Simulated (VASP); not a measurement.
# KMgF3 (Pm-3m) in VASP: a series of runs

KMgF3 is run at these levels: PBE; tasks: single point, relaxation of cell and atoms.

Everything below comes from runs of VASP 6.6.1. Logs are shortened: lines on timing, memory, paths and dates and some standing lists are left out, and cuts for length are marked.

**1. The cell of the first run**

It takes space group Pm-3m (No. 221, cubic). The conventional cell has a = 4.123 Å, b = 4.123 Å, c = 4.123 Å, α = 90.00°, β = 90.00°, γ = 90.00°. Within 3.8 Å of K (site symmetry m-3m) lie 12 F at 2.92 Å and 8 Mg at 3.57 Å. Mg (site symmetry m-3m) has 6 F at 2.06 Å within 2.7 Å. F (site symmetry 4/mmm) has 2 Mg at 2.06 Å within 2.7 Å.

**2. Single point, PBE**

File INCAR:

```
ALGO     = Normal         # electronic algorithm
EDIFF    = 1E-7           # SCF threshold, eV
ENCUT    = 520            # plane-wave cutoff, eV
GGA      = PE             # functional
ISIF     = 2              # what is computed and relaxed
ISMEAR   = 0              # smearing method
LASPH    = T              # aspherical terms in the spheres
LCHARG   = T              # write CHGCAR
LELF     = T              # ELF
LREAL    = F              # projectors in reciprocal space
LVHAR    = T            
LWAVE    = F              # write WAVECAR
NBANDS   = 24             # bands
NELM     = 60             # most SCF steps
PREC     = Accurate       # precision mode
SIGMA    = 0.02           # smearing width, eV
```

File KPOINTS:

```
k-points
0
Gamma
  6 6 6
```

File POSCAR:

```
KMgF3
1.0
    4.1226419864      0.0000000000      0.0000000000
    0.0000000000      4.1226419864      0.0000000000
    0.0000000000      0.0000000000      4.1226419864
K Mg F
1 1 3
Direct
    0.5000000000      0.5000000000      0.5000000000
    0.0000000000      0.0000000000      0.0000000000
    0.0000000000      0.5000000000      0.0000000000
    0.0000000000      0.0000000000      0.5000000000
    0.5000000000      0.0000000000      0.0000000000
```

Potentials or basis: VASP PAW PBE potentials, release 64 (K_sv, Mg, F).

Command:

```
> cat potpaw_PBE.64/K_sv/POTCAR potpaw_PBE.64/Mg/POTCAR potpaw_PBE.64/F/POTCAR > POTCAR
> mpirun -np 1 vasp_std > vasp.out
```

OUTCAR:

```text
EDIFF = 1E-7
   ENCUT = 520
   GGA = PE
   ISIF = 2
   ISMEAR = 0
   LASPH = T
   LREAL = F
   NELM = 60
   PREC = Accurate

 ion  position               nearest neighbor table
   1  0.500  0.500  0.500-   2 3.57   2 3.57   2 3.57   2 3.57   2 3.57   2 3.57   2 3.57   2 3.57

   2  0.000  0.000  0.000-   3 2.06   4 2.06   5 2.06   4 2.06   3 2.06   5 2.06   1 3.57   1 3.57
                             1 3.57   1 3.57   1 3.57   1 3.57   1 3.57   1 3.57
   3  0.000  0.500  0.000-   2 2.06   2 2.06
   4  0.000  0.000  0.500-   2 2.06   2 2.06
   5  0.500  0.000  0.000-   2 2.06   2 2.06

  LATTYP: Found a simple cubic cell.
 ALAT       =     4.1226419864

  Lattice vectors:

 A1 = (   4.1226419864,   0.0000000000,   0.0000000000)
 A2 = (   0.0000000000,   4.1226419864,   0.0000000000)
 A3 = (   0.0000000000,   0.0000000000,   4.1226419864)

Analysis of symmetry for initial positions (statically):
=====================================================================
 Subroutine PRICEL returns:
 Original cell was already a primitive cell.

 Routine SETGRP: Setting up the symmetry group for a
 simple cubic supercell.

 Subroutine GETGRP returns: Found 48 space group operations
 (whereof 48 operations were pure point group operations)
 out of a pool of 48 trial point group operations.

The static configuration has the point symmetry O_h .

Analysis of symmetry for dynamics (positions and initial velocities):
=====================================================================
 Subroutine PRICEL returns:
 Original cell was already a primitive cell.

 Routine SETGRP: Setting up the symmetry group for a
 simple cubic supercell.

 Subroutine GETGRP returns: Found 48 space group operations
 (whereof 48 operations were pure point group operations)
 out of a pool of 48 trial point group operations.

The dynamic configuration has the point symmetry O_h .

 Subroutine INISYM returns: Found 48 space group operations
 (whereof 48 operations are pure point group operations),
 and found     1 'primitive' translations

----------------------------------------------------------------------------------------

                                     Primitive cell

  volume of cell :      70.0692

  direct lattice vectors                    reciprocal lattice vectors
     4.122641986  0.000000000  0.000000000     0.242562901  0.000000000  0.000000000
     0.000000000  4.122641986  0.000000000     0.000000000  0.242562901  0.000000000
     0.000000000  0.000000000  4.122641986     0.000000000  0.000000000  0.242562901

  length of vectors
     4.122641986  4.122641986  4.122641986     0.242562901  0.242562901  0.242562901

  position of ions in fractional coordinates (direct lattice)
     0.500000000  0.500000000  0.500000000
     0.000000000  0.000000000  0.000000000
     0.000000000  0.500000000  0.000000000
     0.000000000  0.000000000  0.500000000
     0.500000000  0.000000000  0.000000000

  ion indices of the primitive-cell ions
   primitive index   ion index
                 1           1
                 2           2
                 3           3
                 4           4
                 5           5

----------------------------------------------------------------------------------------

 KPOINTS: k-points

Automatic generation of k-mesh.
 Grid dimensions read from file:
 generate k-points for:    6    6    6

 Generating k-lattice:

  Cartesian coordinates                     Fractional coordinates (reciprocal lattice)
     0.040427150  0.000000000  0.000000000     0.166666667  0.000000000  0.000000000
     0.000000000  0.040427150  0.000000000     0.000000000  0.166666667  0.000000000
     0.000000000  0.000000000  0.040427150     0.000000000  0.000000000  0.166666667

  Length of vectors
     0.040427150  0.040427150  0.040427150

  Shift w.r.t. Gamma in fractional coordinates (k-lattice)
     0.000000000  0.000000000  0.000000000

 Subroutine IBZKPT returns following result:
 ===========================================

 Found     20 irreducible k-points:

 Following reciprocal coordinates:
            Coordinates               Weight
  0.000000  0.000000  0.000000      1.000000
  0.166667  0.000000  0.000000      6.000000
  0.333333  0.000000  0.000000      6.000000
  0.500000  0.000000  0.000000      3.000000
  0.166667  0.166667  0.000000     12.000000
  0.333333  0.166667  0.000000     24.000000
[... 12 lines left out ...]
  0.500000  0.500000  0.333333      6.000000
  0.500000  0.500000  0.500000      1.000000
   k-points           NKPTS =     20   k-points in BZ     NKDIM =     20   number of bands    NBANDS=     24
   number of dos      NEDOS =    301   number of ions     NIONS =      5
   total plane-waves  NPLWV =  32768
   dimension x,y,z NGX =    32 NGY =   32 NGZ =   32
   dimension x,y,z NGXF=    64 NGYF=   64 NGZF=   64
   ions per type =               1   1   3
   NGX,Y,Z   is equivalent  to a cutoff of  12.90, 12.90, 12.90 a.u.
   NGXF,Y,Z  is equivalent  to a cutoff of  25.81, 25.81, 25.81 a.u.
 SYSTEM =  unknown system
   PREC   = accura    normal or accurate (medium, high low for compatibility)
   ISTART =      0    job   : 0-new  1-cont  2-samecut
   ICHARG =      2    charge: 1-file 2-atom 10-const
   ISPIN  =      1    spin polarized calculation?
   LNONCOLLINEAR =      F non collinear calculations
   LSORBIT =      F    spin-orbit coupling
   LASPH  =      T    aspherical Exc in radial PAW
   ENCUT  =  520.0 eV  38.22 Ry    6.18 a.u.   7.67  7.67  7.67*2*pi/ulx,y,z
   NELM   =     60;   NELMIN=  2; NELMDL= -5     # of ELM steps
   EDIFF  = 0.1E-06   stopping-criterion for ELM
   LREAL  =      F    real-space projection
   EDIFFG = 0.1E-05   stopping-criterion for IOM
   NSW    =      0    number of steps for IOM
   IBRION =     -1    ionic relax: 0-MD 1-quasi-New 2-CG
   NFREE  =      0    steps in history (QN), initial steepest desc. (CG)
   ISIF   =      2    stress and relaxation
   ISYM   =      2    0-nonsym 1-usesym 2-fastsym
   POTIM  = 0.5000    time-step for ionic-motion
   TEBEG  =    0.0;   TEEND  =   0.0 temperature during run
   PSTRESS=    0.0 pullay stress
   NELECT =      32.0000    total number of electrons
   NUPDOWN=      -1.0000    fix difference up-down
   EMIN   =  10.00;   EMAX   =-10.00  energy-range for DOS
   EFERMI =   0.00;   METHOD = LEGACY
   ISMEAR =     0;   SIGMA  =   0.02  broadening in eV -4-tet -1-fermi 0-gaus
   EFERMI_NEDOS =   21; number of points for ismear=-14 and -15
   IALGO  =     38    algorithm
   IMIX   =      4    mixing-type and parameters
     AMIX     =   0.40;   BMIX     =  1.00
     AMIX_MAG =   1.60;   BMIX_MAG =  1.00
  volume/ion in A,a.u.               =      14.01        94.57
  Fermi-wavevector in a.u.,A,eV,Ry     =   1.260712  2.382400 21.625027  1.589395
  Thomas-Fermi vector in A             =   2.394208
   LORBIT       =      0    0 simple, 1 ext, 2 COOP (PROOUT), +10 PAW based schemes
   GGA     = PE    functional components
   LHFCALC =     F    Hartree Fock is set to
   AEXX    =    0.0000 exact exchange contribution
   IVDW    =     0    specifies the selected vdW correction
   LEPSILON=     F    determine dielectric tensor
   LRPA    =     F    only Hartree local field effects (RPA)
 non-spin polarized calculation
 Gauss-broadening in eV      SIGMA  =   0.02
  energy-cutoff  :      520.00
  volume of cell :       70.07
 maximum number of plane-waves:      1924
 NGX is ok and might be reduce to    32
   NGX = 15   NGY = 15   NGZ = 15

 number of electron      32.0000029 magnetization

 Free energy of the ion-electron system (eV)
  ---------------------------------------------------
  ext. energy  EPLUGINS =         0.00000000
  ---------------------------------------------------
  free energy    TOTEN  =       -24.41410491 eV

  energy without entropy =      -24.41410491  energy(sigma->0) =      -24.41410491

 E-fermi :  -1.9251     XC(G=0):  -9.1923

 val. band max:       -2.0792486507   @ k =   0.5000   0.5000   0.5000
 cond. band min:       4.5009411529   @ k =   0.0000   0.0000   0.0000
 fundamental gap:      6.5801898036
 Fermi energy:        -1.9251365200

 k-point     1 :       0.0000    0.0000    0.0000
  band No.  band energies     occupation
      1     -27.9529      2.00000
      2     -21.9447      2.00000
      3     -21.4175      2.00000
      4     -21.4175      2.00000
      5     -11.4316      2.00000
      6     -11.4316      2.00000
[... 16 lines left out ...]
     23      10.7908      0.00000
     24      13.6527      0.00000

 k-point     2 :       0.1667    0.0000    0.0000
  band No.  band energies     occupation
      1     -27.9490      2.00000
      2     -21.9190      2.00000
      3     -21.4467      2.00000
      4     -21.4158      2.00000
      5     -11.4335      2.00000
      6     -11.4230      2.00000
[... 16 lines left out ...]
     23      10.7904      0.00000
     24      13.5445      0.00000

 k-point     3 :       0.3333    0.0000    0.0000
  band No.  band energies     occupation
      1     -27.9412      2.00000
      2     -21.8524      2.00000
      3     -21.5184      2.00000
      4     -21.4131      2.00000
      5     -11.4371      2.00000
      6     -11.4056      2.00000
[... 16 lines left out ...]
     23      10.9476      0.00000
     24      13.2697      0.00000
[... 406 lines left out ...]
 k-point    19 :       0.5000    0.5000    0.3333
  band No.  band energies     occupation
      1     -27.9192      2.00000
      2     -21.5739      2.00000
      3     -21.5681      2.00000
      4     -21.5681      2.00000
      5     -11.5428      2.00000
      6     -11.5428      2.00000
[... 16 lines left out ...]
     23      11.7681      0.00000
     24      11.7681      0.00000

 k-point    20 :       0.5000    0.5000    0.5000
  band No.  band energies     occupation
      1     -27.9171      2.00000
      2     -21.5651      2.00000
      3     -21.5651      2.00000
      4     -21.5651      2.00000
      5     -11.5592      2.00000
      6     -11.5592      2.00000
[... 16 lines left out ...]
     23      11.7280      0.00000
     24      12.1078      0.00000

------------------------ aborting loop because EDIFF is reached ----------------------------------------

  FORCE on cell =-STRESS in cart. coord.  units (eV):
  Direction    XX          YY          ZZ          XY          YZ          ZX
  --------------------------------------------------------------------------------------
  -------------------------------------------------------------------------------------
  Total       -1.4807480     -1.4807480     -1.4807480     -0.0000000      0.0000000     -0.0000000
  in kB      -33.8582775    -33.8582775    -33.8582775     -0.0000000      0.0000000     -0.0000000
  external PRESSURE =     -33.8582775 kB  Pullay stress =       0.0000000 kB

 VOLUME and BASIS-vectors are now :
 -----------------------------------------------------------------------------
  energy-cutoff  :      520.00
  volume of cell :       70.07
      direct lattice vectors                 reciprocal lattice vectors
     4.122641986  0.000000000  0.000000000     0.242562901  0.000000000  0.000000000
     0.000000000  4.122641986  0.000000000     0.000000000  0.242562901  0.000000000
     0.000000000  0.000000000  4.122641986     0.000000000  0.000000000  0.242562901

 POSITION                                       TOTAL-FORCE (eV/Angst)
 -----------------------------------------------------------------------------------
      2.06132      2.06132      2.06132         0.000000      0.000000      0.000000
      0.00000      0.00000      0.00000         0.000000      0.000000      0.000000
      0.00000      2.06132      0.00000         0.000000      0.000000      0.000000
      0.00000      0.00000      2.06132         0.000000      0.000000      0.000000
      2.06132      0.00000      0.00000         0.000000      0.000000      0.000000
 -----------------------------------------------------------------------------------
    total drift:                                0.000000      0.000000     -0.000000

  FREE ENERGIE OF THE ION-ELECTRON SYSTEM (eV)
  ---------------------------------------------------
  free  energy   TOTEN  =       -24.4141049068 eV

  energy  without entropy=      -24.4141049068  energy(sigma->0) =      -24.41410491
```

Wall time 29 s (1 thread of Intel Xeon Platinum 8488C (Sapphire Rapids), shared host); peak memory 0.19 GiB.

What came out:

| Property | Result |
| --- | --- |
| Free energy | -24.4141 eV |
| Pressure | -3.4 GPa |
| Band gap on the k mesh | 6.58 eV, indirect (least direct gap 6.90 eV) |

A k mesh can miss the band edges. A hybrid or GW would open this gap; PBE tends to underestimate it.

**3. Relaxation of cell and atoms, PBE, target pressure 60 GPa, at which the enthalpy is minimised**

This run uses another cell than the first one, of 9.52 Å³/atom, 0.680 times its volume.

File INCAR:

```
  PREC = Accurate
  ENCUT = 600
  EDIFF = 1E-7
  ISMEAR = 0
  SIGMA = 0.02
  LREAL = F
  LASPH = T
  NELM = 100
  ALGO = Normal
  ISIF = 3
  LWAVE = F
  LCHARG = F
  GGA = PE
  IBRION = 2
  NSW = 70
  EDIFFG = -0.008
  PSTRESS = 600.0
```

File KPOINTS:

```
regular mesh
0
Gamma
  6 6 6
```

Edit POSCAR of step 2 so:

```diff
@@ -2,5 +2,5 @@
 1.0
-    4.1226419864      0.0000000000      0.0000000000
-    0.0000000000      4.1226419864      0.0000000000
-    0.0000000000      0.0000000000      4.1226419864
+    3.6244652243      0.0000000000      0.0000000000
+    0.0000000000      3.6244652243      0.0000000000
+    0.0000000000      0.0000000000      3.6244652243
 K Mg F
```

Potentials or basis: VASP PAW PBE potentials, release 64 (K_sv, Mg, F).

Command:

```
> cat potpaw_PBE.64/K_sv/POTCAR potpaw_PBE.64/Mg/POTCAR potpaw_PBE.64/F/POTCAR > POTCAR
> mpirun -np 1 vasp_std > vasp.out
```

It took 84 s on 1 thread of Intel Xeon Platinum 8488C (Sapphire Rapids), shared host; peak memory 0.19 GiB.

It converged, with:

* Free energy: -21.6551 eV
* Relaxed volume: 9.08 Å³/atom
* Relaxed cell: a = 3.567 Å, b = 3.567 Å, c = 3.567 Å, α = 90.00°, β = 90.00°, γ = 90.00°
* Space group after relaxing (to 0.05 Å): Pm-3m (No. 221)
* Energy change on relaxing (the enthalpy is what falls): +147.2 meV/atom
* Ionic steps: 4
* Pressure after relaxing: 60.1 GPa
* Band gap on the k mesh: 10.39 eV, indirect (least direct gap 10.64 eV)

The path:
| step | energy change (eV) | largest force (eV/Å) | pressure (GPa) | volume (Å³) |
| --- | --- | --- | --- | --- |
| 1 | 0.0000 | 0.0000 | 47.10 | 47.61 |
| 2 | 2.0023 | 0.0000 | 81.96 | 42.52 |
| 3 | 0.7201 | 0.0000 | 59.77 | 45.45 |
| 4 | 0.7360 | 0.0000 | 60.05 | 45.40 |

Final structure:
```
CELL_PARAMETERS angstrom
3.56747 0.00000 0.00000
0.00000 3.56747 0.00000
0.00000 0.00000 3.56747
ATOMIC_POSITIONS crystal
K 0.50000 0.50000 0.50000
Mg 0.00000 0.00000 0.00000
F 0.00000 0.50000 0.00000
F 0.00000 0.00000 0.50000
F 0.50000 0.00000 0.00000
```

Levels at points of the mesh, in eV from the valence-band top:
| k point | band 14 | band 15 | band 16 | band 17 | band 18 | band 19 |
| --- | --- | --- | --- | --- | --- | --- |
| (0.00, 0.00, 0.00) | -0.25 | -0.25 | -0.25 | 10.39 | 10.39 | 10.41 |
| (0.50, 0.00, 0.00) | -1.26 | -0.74 | -0.74 | 11.99 | 12.25 | 13.81 |
| (0.50, 0.50, 0.00) | -1.11 | -1.11 | -0.05 | 12.75 | 13.20 | 14.38 |
| (0.50, 0.50, 0.50) | 0.00 | 0.00 | 0.00 | 11.76 | 11.76 | 11.76 |

Caveat: the cell is relaxed towards a set pressure, so the enthalpy falls and the energy may rise.

(Continued in part 2 of 2.)
